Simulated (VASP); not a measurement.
A run of VASP 6.6.1:

File INCAR:

```
PREC     = Accurate       # precision mode
ENCUT    = 520            # plane-wave cutoff, eV
EDIFF    = 1E-7           # SCF threshold, eV
ISMEAR   = 0              # smearing method
SIGMA    = 0.05           # smearing width, eV
LREAL    = False          # projectors in reciprocal space
LASPH    = True           # aspherical terms in the spheres
NELM     = 100            # most SCF steps
ALGO     = Normal         # electronic algorithm
ISIF     = 2              # what is computed and relaxed
LWAVE    = False          # write WAVECAR
LCHARG   = True           # write CHGCAR
GGA      = B5             # functional
ALDAX    = 1.0          
AGGAX    = 1.0          
AGGAC    = 1.0          
ALDAC    = 0.0          
IVDW     = 12             # dispersion correction
VDW_S6   = 1.0          
VDW_S8   = 2.6996       
VDW_A1   = 0.4298       
VDW_A2   = 4.2359       
LELF     = True           # ELF
LVHAR    = True         
NBANDS   = 17             # bands
```

File KPOINTS:

```
regular mesh
0
Gamma
  6 6 6
```

POSCAR

```
PbSe
1.0
    0.0000000000      3.0621516472      3.0621516472
    3.0621516472      0.0000000000      3.0621516472
    3.0621516472      3.0621516472      0.0000000000
Pb Se
1 1
Direct
    0.5000000000      0.5000000000      0.5000000000
    0.0000000000      0.0000000000      0.0000000000
```

Potentials or basis: VASP PAW PBE potentials, release 64 (Pb_d, Se).

Command:

```bash
$ cat potpaw_PBE.64/Pb_d/POTCAR potpaw_PBE.64/Se/POTCAR > POTCAR
$ mpirun -np 1 vasp_std > vasp.out
```

Hardware: 1 thread of AMD EPYC 7R13 Processor (Zen 3) (shared host).

Problem. Estimate the wall time of this run.

Solution. Wall time 21 s on 1 thread of AMD EPYC 7R13 Processor (Zen 3), on a shared host, peak memory 0.16 GiB. Counts: scf iterations 13, k points 16.
